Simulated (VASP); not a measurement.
Input of a VASP 6.6.1 run:

The input INCAR:

```
SYSTEM = Mg16O17
ALGO = Normal
EDIFF = 1E-6
ENCUT = 520
GGA = PE
ISIF = 2
ISMEAR = -1
LASPH = .True.
LCHARG = .False.
LREAL = Auto
LWAVE = .False.
NBANDS = 89
NELECT = 136.0
NELM = 60
PREC = Accurate
SIGMA = 0.01
```

File KPOINTS:

```
Automatic mesh
0
Gamma
  1 1 1
  0.25 0.25 0.25
```

POSCAR

```
Mg16O17
1.0
   -4.2543812300      4.2543812300      4.2543812300
    4.2543812300     -4.2543812300      4.2543812300
    4.2543812300      4.2543812300     -4.2543812300
Mg O
16 17
Direct
    0.0029046756      0.0027539952      0.0035270195
    0.0026347863      0.2569473091      0.7509036425
    0.0047533365      0.4977605877      0.4985290817
    0.0026364927      0.7501250295      0.2577016441
    0.2571074135      0.0025246029      0.7508928948
    0.2434303362      0.2432958546      0.4964464257
    0.2434589272      0.4956782761      0.2440845521
    0.2570661133      0.7501043220      0.0032577617
    0.4978709217      0.0045440713      0.4984968711
    0.4958123935      0.2432695409      0.2440367273
    0.4978777341      0.4977617757      0.0053383085
    0.4976690420      0.7502084835      0.7509592534
    0.7502752188      0.0025322020      0.2577509355
    0.7502840577      0.2569994751      0.0033002475
    0.7501939478      0.4974365504      0.7508073606
    0.7502986665      0.7500904475      0.4982482162
    0.0068016423      0.0066726972      0.5130487758
   -0.0118615392      0.2445236229      0.2452909960
    0.0067909312      0.5122756889      0.0074242584
    0.0662056146      0.7501484341      0.7508800618
    0.2446501689     -0.0120331891      0.2452792610
    0.2446553768      0.2445244894     -0.0112485780
    0.2558741210      0.4936214785      0.7509025204
    0.2558773529      0.7501296901      0.4943735313
    0.5123991211      0.0066719691      0.0074346987
    0.4937250943      0.2557597569      0.7509059238
    0.4343280767      0.4341302886      0.4349311697
    0.4937364258      0.7501255483      0.2565232019
    0.7502432126      0.0660992626      0.7509184588
    0.7502788088      0.2557368994      0.4943659599
    0.7502771802      0.4936018221      0.2565078956
    0.7502550560      0.7501599113      0.0668661342
    0.7502479173      0.7501271217      0.7508869728
```

Potentials or basis: VASP PAW PBE potentials, release 64 (Mg, O).

Run with:

```console
$ cat potpaw_PBE.64/Mg/POTCAR potpaw_PBE.64/O/POTCAR > POTCAR
$ mpirun -np 1 vasp_std > vasp.out
```

(1) Predict the largest force.

Results:

(1) 0.016 eV/Å.

Caveat: the k points lie up to 1.04 Å⁻¹ apart; the cell carries a net charge on a neutralising background, which shifts energy and pressure.
